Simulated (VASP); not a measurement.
Set up this calculation in VASP 6.6.1, as the native input.

```
Task                   : relaxation of cell and atoms
Functional             : PBE
Potentials or basis    : VASP PAW PBE potentials, release 64 (Ti_sv, O)
Cutoff                 : 600 eV
k mesh                 : 8 × 8 × 12
Occupations            : fermi-dirac, width 0.1 eV
Spin                   : no spin polarisation
Target pressure        : 170 GPa
Dipole correction      : no
Further INCAR settings : ALGO = Normal; EDIFF = 1e-07; IBRION = 2; EDIFFG = -0.005; NSW = 60; ISIF = 3
```

The structure of TiO2 (rutile type) lies in POSCAR:

```
TiO2
1.0
    4.0771188828      0.0000000000      0.0000000000
    0.0000000000      4.0771188828      0.0000000000
    0.0000000000      0.0000000000      2.6908984627
Ti O
2 4
Direct
    0.0000000000      0.0000000000      0.0000000000
    0.5000000000      0.5000000000      0.5000000000
    0.3050000000      0.3050000000      0.0000000000
    0.6950000000      0.6950000000      0.0000000000
    0.8050000000      0.1950000000      0.5000000000
    0.1950000000      0.8050000000      0.5000000000
```

One way to write it, as run:

INCAR

```
SYSTEM = TiO2
PREC     = Accurate       ! precision mode
ENCUT    = 600            ! plane-wave cutoff, eV
EDIFF    = 1E-7           ! SCF threshold, eV
ISMEAR   = -1             ! smearing method
SIGMA    = 0.1            ! smearing width, eV
LREAL    = .False.        ! projectors in reciprocal space
LASPH    = .True.         ! aspherical terms in the spheres
NELM     = 60             ! most SCF steps
ALGO     = Normal         ! electronic algorithm
ISIF     = 3              ! what is computed and relaxed
LWAVE    = .False.        ! write WAVECAR
LCHARG   = .False.        ! write CHGCAR
GGA      = PE             ! functional
IBRION   = 2              ! ionic algorithm
NSW      = 60             ! ionic steps
EDIFFG   = -0.005         ! ionic threshold
PSTRESS  = 1700.0
```

KPOINTS

```
regular mesh
0
Gamma
  8 8 12
  0 0 0
```

Potentials or basis: VASP PAW PBE potentials, release 64 (Ti_sv, O).

The run is started by

```sh
$ cat potpaw_PBE.64/Ti_sv/POTCAR potpaw_PBE.64/O/POTCAR > POTCAR
$ mpirun -np 1 vasp_std > vasp.out
```

It gave:

- Relaxed volume: 7.39 Å³/atom
- Relaxed cell: a = 4.025 Å, b = 4.025 Å, c = 2.737 Å, α = 90.00°, β = 90.00°, γ = 90.00°
- Space group after relaxing (to 0.1 Å): P4_2/mnm (No. 136)
- Energy change on relaxing (the run minimises the enthalpy): +39.4 meV/atom
- Ionic steps: 10
- Pressure after relaxing: 170.0 GPa
- Band gap on the k mesh: 2.57 eV

Caveat: the cell is relaxed towards a set pressure, so the run minimises the enthalpy, not the energy.

Run time: 23 min on 1 thread of Intel Xeon 8259CL, on a shared host, peak memory 0.28 GiB.
